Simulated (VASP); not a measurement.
Crystal: Se.

```
Se
1.0
    -1.40380    1.40380    1.40380
     1.40380   -1.40380    1.40380
     1.40380    1.40380   -1.40380
Se
1
Direct
  0.00000 0.00000 0.00000
```

Base run:

| Item | Value |
| --- | --- |
| Program | VASP 6.6.1 |
| Functional | BLYP |
| Potentials or basis | VASP PAW PBE potentials, release 64 (Se) |
| Cutoff | 520 eV |
| k mesh | 13 × 13 × 13 |
| Occupations | fermi-dirac, width 0.1 eV |
| Spin | no spin polarisation |

Its results: band gap on the k mesh zero (band 3 reaches 23.31 eV, above the bottom of band 4 at 8.44 eV); pressure 195.3 GPa.

After a change of settings the same cell gave: band gap on the k mesh zero (band 3 reaches 23.14 eV, above the bottom of band 4 at 7.86 eV); pressure 175.8 GPa. Which change was it?
A. functional from BLYP to RPBE
B. functional from BLYP to PBEsol
C. functional from BLYP to r2SCAN

A.

Caveats: the PAW data sets were made with another functional, which shifts forces and pressure a little.
